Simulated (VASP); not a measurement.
# C (Cm) in VASP: single point with r2SCAN

Aim: the single point of C with r2SCAN.

Everything below comes from runs of VASP 6.6.1. Logs are shortened: lines on timing, memory, paths and dates and some standing lists are left out, and cuts for length are marked.

### 1 The cell of the first run

It takes space group Cm (No. 8, monoclinic). The conventional cell has a = 6.497 Å, b = 7.124 Å, c = 4.254 Å, α = 90.00°, β = 130.89°, γ = 90.00°. C (site symmetry m) has 3 C at 1.33 to 1.51 Å within 1.8 Å. C (site symmetry m) has 3 C at 1.42 Å within 1.9 Å. Within 1.9 Å of C (site symmetry m) lie 3 C at 1.42 Å. Within 1.9 Å of C (site symmetry m) lie 3 C at 1.42 Å. Within 1.9 Å of C (site symmetry m) lie 3 C at 1.42 Å. C (site symmetry m) has 3 C at 1.42 Å within 1.9 Å. C (site symmetry m) has 3 C at 1.33 to 1.42 Å within 1.8 Å. Within 1.9 Å of C (site symmetry m) lie 3 C at 1.42 to 1.51 Å.

### 2 Single point, r2SCAN (atom 1 (C) moved -0.100 Å towards its neighbour atom 2 (C) at 2.456 Å)

POSCAR

```
C
1.0
    0.0000000000     -4.2535130786      0.0000000000
   -2.4558424086     -2.1267565393     -3.5617636578
    2.4558424086     -2.1267565393     -3.5617636578
C
8
Direct
    0.8332960723      0.5203596126      0.4796403874
    0.8332960723      0.0000000000      0.0000000000
    0.3332960723      0.7500000000      0.2500000000
    0.3332960723      0.2500000000      0.7500000000
    0.1667039277      0.5000000000      0.5000000000
    0.1667039277      0.0000000000      1.0000000000
    0.6667039277      0.7500000000      0.2500000000
    0.6667039277      0.2500000000      0.7500000000
```

INCAR.step1

```
SYSTEM = C
PREC = Accurate
ENCUT = 520
ISMEAR = 0
SIGMA = 0.05
LREAL = .FALSE.
LASPH = .TRUE.
NELM = 80
NBANDS = 26
GGA = PE
ALGO = Normal
EDIFF = 1E-4
LWAVE = .TRUE.
LCHARG = .FALSE.
```

INCAR.step2

```
SYSTEM = C
PREC = Accurate
ENCUT = 520
EDIFF = 1E-7
ISMEAR = 0
SIGMA = 0.05
LREAL = .FALSE.
LASPH = .TRUE.
NELM = 80
ALGO = Normal
ISIF = 2
LWAVE = .FALSE.
LCHARG = .FALSE.
METAGGA = R2SCAN
LMIXTAU = .TRUE.
NBANDS = 26
ISTART = 1
```

KPOINTS

```
regular mesh
0
G
  8 8 8
  0 0 0
```

Potentials or basis: VASP PAW PBE potentials, release 64 (C).

Run with:

```
$ cat potpaw_PBE.64/C/POTCAR > POTCAR
$ cp INCAR.step1 INCAR
$ mpirun -np 1 vasp_std > vasp.out
$ cp INCAR.step2 INCAR
$ mpirun -np 1 vasp_std > vasp.out
```

OUTCAR:

```text
SYSTEM = C
   PREC = Accurate
   ENCUT = 520
   EDIFF = 1E-7
   ISMEAR = 0
   LREAL = .FALSE.
   LASPH = .TRUE.
   NELM = 80
   ISIF = 2
   METAGGA = R2SCAN
   ISTART = 1

 ion  position               nearest neighbor table
   1  0.833  0.520  0.480-   7 1.33   5 1.42   8 1.51
   2  0.833  0.000  0.000-   8 1.42   7 1.42   6 1.42
   3  0.333  0.750  0.250-   6 1.42   5 1.42   7 1.42
   4  0.333  0.250  0.750-   5 1.42   6 1.42   8 1.42
   5  0.167  0.500  0.500-   4 1.42   3 1.42   1 1.42
   6  0.167  0.000  0.000-   3 1.42   4 1.42   2 1.42
   7  0.667  0.750  0.250-   1 1.33   2 1.42   3 1.42
   8  0.667  0.250  0.750-   2 1.42   4 1.42   1 1.51

  LATTYP: Found a body centered orthorhombic cell.
 ALAT       =     4.2535130786
 B/A-ratio  =     1.1547360326
 C/A-ratio  =     1.6747397231

  Lattice vectors:

 A1 = (   2.4558424086,   2.1267565393,   3.5617636578)
 A2 = (  -2.4558424086,  -2.1267565393,   3.5617636578)
 A3 = (   2.4558424086,  -2.1267565393,  -3.5617636578)

Analysis of symmetry for initial positions (statically):
=====================================================================
 Subroutine PRICEL returns:
 Original cell was already a primitive cell.

 Routine SETGRP: Setting up the symmetry group for a
 body centered orthorhombic supercell.

 Subroutine GETGRP returns: Found  2 space group operations
 (whereof  2 operations were pure point group operations)
 out of a pool of  8 trial point group operations.

The static configuration has the point symmetry C_1h.

Analysis of symmetry for dynamics (positions and initial velocities):
=====================================================================
 Subroutine PRICEL returns:
 Original cell was already a primitive cell.

 Routine SETGRP: Setting up the symmetry group for a
 body centered orthorhombic supercell.

 Subroutine GETGRP returns: Found  2 space group operations
 (whereof  2 operations were pure point group operations)
 out of a pool of  8 trial point group operations.

The dynamic configuration has the point symmetry C_1h.

 Subroutine INISYM returns: Found  2 space group operations
 (whereof  2 operations are pure point group operations),
 and found     1 'primitive' translations

----------------------------------------------------------------------------------------

                                     Primitive cell

  volume of cell :      74.4121

  direct lattice vectors                    reciprocal lattice vectors
     0.000000000 -4.253513079  0.000000000     0.000000000 -0.235099783  0.140379893
    -2.455842409 -2.126756539 -3.561763658    -0.203596126  0.000000000 -0.140379893
     2.455842409 -2.126756539 -3.561763658     0.203596126  0.000000000 -0.140379893

  length of vectors
     4.253513079  4.820831429  4.820831429     0.273821880  0.247301227  0.247301227

  position of ions in fractional coordinates (direct lattice)
     0.833296072  0.520359613  0.479640387
     0.833296072  0.000000000  0.000000000
     0.333296072  0.750000000  0.250000000
     0.333296072  0.250000000  0.750000000
     0.166703928  0.500000000  0.500000000
     0.166703928  0.000000000  0.000000000
     0.666703928  0.750000000  0.250000000
     0.666703928  0.250000000  0.750000000

  ion indices of the primitive-cell ions
   primitive index   ion index
                 1           1
                 2           2
                 3           3
                 4           4
                 5           5
                 6           6
                 7           7
                 8           8

----------------------------------------------------------------------------------------

 KPOINTS: regular mesh

Automatic generation of k-mesh.
 Grid dimensions read from file:
 generate k-points for:    8    8    8

 Generating k-lattice:

  Cartesian coordinates                     Fractional coordinates (reciprocal lattice)
     0.000000000 -0.029387473  0.017547487     0.125000000  0.000000000  0.000000000
    -0.025449516  0.000000000 -0.017547487     0.000000000  0.125000000 -0.000000000
     0.025449516  0.000000000 -0.017547487     0.000000000 -0.000000000  0.125000000

  Length of vectors
     0.034227735  0.030912653  0.030912653

  Shift w.r.t. Gamma in fractional coordinates (k-lattice)
     0.000000000  0.000000000  0.000000000

 Subroutine IBZKPT returns following result:
 ===========================================

 Found    150 irreducible k-points:

 Following reciprocal coordinates:
            Coordinates               Weight
  0.000000  0.000000  0.000000      1.000000
  0.125000  0.000000  0.000000      4.000000
  0.250000  0.000000  0.000000      4.000000
  0.375000  0.000000  0.000000      4.000000
  0.500000  0.000000  0.000000      2.000000
  0.000000  0.125000  0.000000      4.000000
[... 16 lines left out ...]
  0.125000 -0.125000  0.125000      4.000000
  0.250000  0.250000  0.000000      2.000000
 [... further k-points ...]
   k-points           NKPTS =    150   k-points in BZ     NKDIM =    150   number of bands    NBANDS=     26
   number of dos      NEDOS =    301   number of ions     NIONS =      8
   total plane-waves  NPLWV =  41472
   dimension x,y,z NGX =    32 NGY =   36 NGZ =   36
   dimension x,y,z NGXF=    64 NGYF=   72 NGZF=   72
   ions per type =               8
   NGX,Y,Z   is equivalent  to a cutoff of  12.51, 12.41, 12.41 a.u.
   NGXF,Y,Z  is equivalent  to a cutoff of  25.01, 24.83, 24.83 a.u.
 SYSTEM =  C
   PREC   = accura    normal or accurate (medium, high low for compatibility)
   ISTART =      1    job   : 0-new  1-cont  2-samecut
   ICHARG =      0    charge: 1-file 2-atom 10-const
   ISPIN  =      1    spin polarized calculation?
   LNONCOLLINEAR =      F non collinear calculations
   LSORBIT =      F    spin-orbit coupling
   LASPH  =      T    aspherical Exc in radial PAW
   ENCUT  =  520.0 eV  38.22 Ry    6.18 a.u.   7.91  8.96  8.96*2*pi/ulx,y,z
   NELM   =     80;   NELMIN=  2; NELMDL=  0     # of ELM steps
   EDIFF  = 0.1E-06   stopping-criterion for ELM
   LREAL  =      F    real-space projection
   EDIFFG = 0.1E-05   stopping-criterion for IOM
   NSW    =      0    number of steps for IOM
   IBRION =     -1    ionic relax: 0-MD 1-quasi-New 2-CG
   NFREE  =      0    steps in history (QN), initial steepest desc. (CG)
   ISIF   =      2    stress and relaxation
   ISYM   =      2    0-nonsym 1-usesym 2-fastsym
   POTIM  = 0.5000    time-step for ionic-motion
   TEBEG  =    0.0;   TEEND  =   0.0 temperature during run
   PSTRESS=    0.0 pullay stress
   NELECT =      32.0000    total number of electrons
   NUPDOWN=      -1.0000    fix difference up-down
   EMIN   =  10.00;   EMAX   =-10.00  energy-range for DOS
   EFERMI =   0.00;   METHOD = LEGACY
   ISMEAR =     0;   SIGMA  =   0.05  broadening in eV -4-tet -1-fermi 0-gaus
   EFERMI_NEDOS =   21; number of points for ismear=-14 and -15
   IALGO  =     38    algorithm
   IMIX   =      4    mixing-type and parameters
     AMIX     =   0.40;   BMIX     =  1.00
     AMIX_MAG =   1.60;   BMIX_MAG =  1.00
  volume/ion in A,a.u.               =       9.30        62.77
  Fermi-wavevector in a.u.,A,eV,Ry     =   1.235692  2.335120 20.775221  1.526936
  Thomas-Fermi vector in A             =   2.370331
   LORBIT       =      0    0 simple, 1 ext, 2 COOP (PROOUT), +10 PAW based schemes
   METAGGA = R2SCAN    functional components
   LHFCALC =     F    Hartree Fock is set to
   AEXX    =    0.0000 exact exchange contribution
   IVDW    =     0    specifies the selected vdW correction
   LEPSILON=     F    determine dielectric tensor
   LRPA    =     F    only Hartree local field effects (RPA)
 non-spin polarized calculation
 Gauss-broadening in eV      SIGMA  =   0.05
  energy-cutoff  :      520.00
  volume of cell :       74.41
 maximum number of plane-waves:      2023
   NGX = 15   NGY = 17   NGZ = 17

 number of electron      32.0000001 magnetization

 Free energy of the ion-electron system (eV)
  ---------------------------------------------------
  ext. energy  EPLUGINS =         0.00000000
  ---------------------------------------------------
  free energy    TOTEN  =       -79.17256058 eV

  energy without entropy =      -79.17255965  energy(sigma->0) =      -79.17256011

 E-fermi :   4.3175     XC(G=0): -10.7132

 val. band max:        4.1935795549   @ k =   0.0000  -0.2500   0.1250
 cond. band min:       4.4346380268   @ k =   0.0000  -0.3750   0.3750
 fundamental gap:      0.2410584720
 Fermi energy:         4.3174510461

 k-point     1 :       0.0000    0.0000    0.0000
  band No.  band energies     occupation
      1     -16.7771      2.00000
      2     -12.2623      2.00000
      3     -11.9080      2.00000
      4     -11.0464      2.00000
      5      -9.8497      2.00000
      6      -7.4118      2.00000
[... 18 lines left out ...]
     25      16.4143      0.00000
     26      16.5744      0.00000

 k-point     2 :       0.1250    0.0000    0.0000
  band No.  band energies     occupation
      1     -16.6721      2.00000
      2     -12.2737      2.00000
      3     -11.9682      2.00000
      4     -11.7064      2.00000
      5      -8.8282      2.00000
      6      -7.9726      2.00000
[... 18 lines left out ...]
     25      15.4520      0.00000
     26      16.3022      0.00000

 k-point     3 :       0.2500    0.0000    0.0000
  band No.  band energies     occupation
      1     -16.3590      2.00000
      2     -13.2104      2.00000
      3     -11.8875      2.00000
      4     -11.5552      2.00000
      5      -8.9070      2.00000
      6      -8.4557      2.00000
[... 18 lines left out ...]
     25      14.8191      0.00000
     26      15.3684      0.00000

 k-point     4 :       0.3750    0.0000    0.0000
  band No.  band energies     occupation
      1     -15.8438      2.00000
      2     -14.2488      2.00000
      3     -11.5308      2.00000
      4     -11.2362      2.00000
      5      -9.7082      2.00000
      6      -9.2816      2.00000
[... 18 lines left out ...]
     25      13.9187      0.00000
     26      14.2840      0.00000

 k-point     5 :       0.5000    0.0000    0.0000
  band No.  band energies     occupation
      1     -15.1611      2.00000
      2     -15.1101      2.00000
      3     -11.2513      2.00000
      4     -11.0660      2.00000
      5     -10.0771      2.00000
      6      -9.6893      2.00000
[... 18 lines left out ...]
     25      12.8085      0.00000
     26      12.9088      0.00000

 k-point     6 :       0.0000    0.1250    0.0000
  band No.  band energies     occupation
      1     -16.6974      2.00000
      2     -13.1037      2.00000
      3     -11.1902      2.00000
      4     -10.8005      2.00000
      5      -9.7943      2.00000
      6      -8.1127      2.00000
[... 427 lines left out ...]
 k-point    21 :       0.0000    0.2500    0.0000
  band No.  band energies     occupation
      1     -16.4607      2.00000
      2     -14.0121      2.00000
      3     -10.9188      2.00000
      4      -9.8623      2.00000
      5      -9.6321      2.00000
      6      -8.8803      2.00000
[... 18 lines left out ...]
     25      15.3667      0.00000
     26      15.5281      0.00000

 k-point    22 :       0.1250    0.2500    0.0000
  band No.  band energies     occupation
      1     -16.3804      2.00000
      2     -13.9051      2.00000
      3     -11.7497      2.00000
      4     -10.2174      2.00000
      5      -8.9381      2.00000
      6      -8.5998      2.00000
[... 18 lines left out ...]
     25      15.2698      0.00000
     26      15.8999      0.00000

 k-point    23 :       0.1250   -0.1250    0.1250
  band No.  band energies     occupation
      1     -16.3824      2.00000
      2     -13.9009      2.00000
      3     -11.7499      2.00000
      4     -10.0034      2.00000
      5      -9.3503      2.00000
      6      -8.5854      2.00000
[... 18 lines left out ...]
     25      15.1920      0.00000
     26      15.9093      0.00000

 k-point    24 :       0.2500    0.2500    0.0000
  band No.  band energies     occupation
      1     -16.0926      2.00000
      2     -13.6376      2.00000
      3     -12.8681      2.00000
      4     -10.9763      2.00000
      5      -8.8507      2.00000
      6      -7.1216      2.00000
[... 18 lines left out ...]
     25      14.9059      0.00000
     26      15.5088      0.00000

 [... further k-points ...]
[... 5 lines left out ...]
  --------------------------------------------------------------------------------------
  -------------------------------------------------------------------------------------
  Total        1.5573009      1.0479674     -0.0335599     -1.0707741      0.0000000      0.0000000
  in kB       33.5304793     22.5639437     -0.7225835    -23.0549966      0.0000000      0.0000000
  external PRESSURE =      18.4572798 kB  Pullay stress =       0.0000000 kB

 VOLUME and BASIS-vectors are now :
 -----------------------------------------------------------------------------
  energy-cutoff  :      520.00
  volume of cell :       74.41
      direct lattice vectors                 reciprocal lattice vectors
     0.000000000 -4.253513079  0.000000000     0.000000000 -0.235099783  0.140379893
    -2.455842409 -2.126756539 -3.561763658    -0.203596126  0.000000000 -0.140379893
     2.455842409 -2.126756539 -3.561763658     0.203596126  0.000000000 -0.140379893

 POSITION                                       TOTAL-FORCE (eV/Angst)
 -----------------------------------------------------------------------------------
     -0.10000     -5.67119     -3.56176         6.499190     -0.841528      0.000000
      0.00000     -3.54444      0.00000        -0.982681     -0.007731      0.000000
     -1.22792     -3.54444     -3.56176         0.040049      0.081747      0.000000
      1.22792     -3.54444     -3.56176         0.010173     -0.042888      0.000000
      0.00000     -2.83583     -3.56176        -1.177254      0.028918      0.000000
      0.00000     -0.70908      0.00000         0.229418      0.007946      0.000000
     -1.22792     -4.96259     -3.56176        -2.892934      1.136606      0.000000
      1.22792     -4.96259     -3.56176        -1.725961     -0.363071      0.000000
 -----------------------------------------------------------------------------------
    total drift:                                0.000081      0.000146     -0.000000

  FREE ENERGIE OF THE ION-ELECTRON SYSTEM (eV)
  ---------------------------------------------------
  free  energy   TOTEN  =       -79.1725605785 eV

  energy  without entropy=      -79.1725596490  energy(sigma->0) =      -79.17256011
```

Run time: 32 min. Hardware: 1 thread of Oxide Virtual Turin-like, shared host; peak memory 0.29 GiB.

Results:

| Quantity | Value |
| --- | --- |
| Free energy | -79.1726 eV |
| Pressure | 1.8 GPa |
| Largest force | 6.553 eV/Å |

Forces on the atoms (eV/Å):
```
C    6.499 -0.842  0.000
C   -0.983 -0.008  0.000
C    0.040  0.082  0.000
C    0.010 -0.043  0.000
C   -1.177  0.029  0.000
C    0.229  0.008  0.000
C   -2.893  1.137  0.000
C   -1.726 -0.363  0.000
```

Caveat: the cell differs from its parent crystal (atom 1 (C) moved -0.100 Å towards its neighbour atom 2 (C) at 2.456 Å); the PAW data sets were made with another functional, which shifts forces and pressure a little.
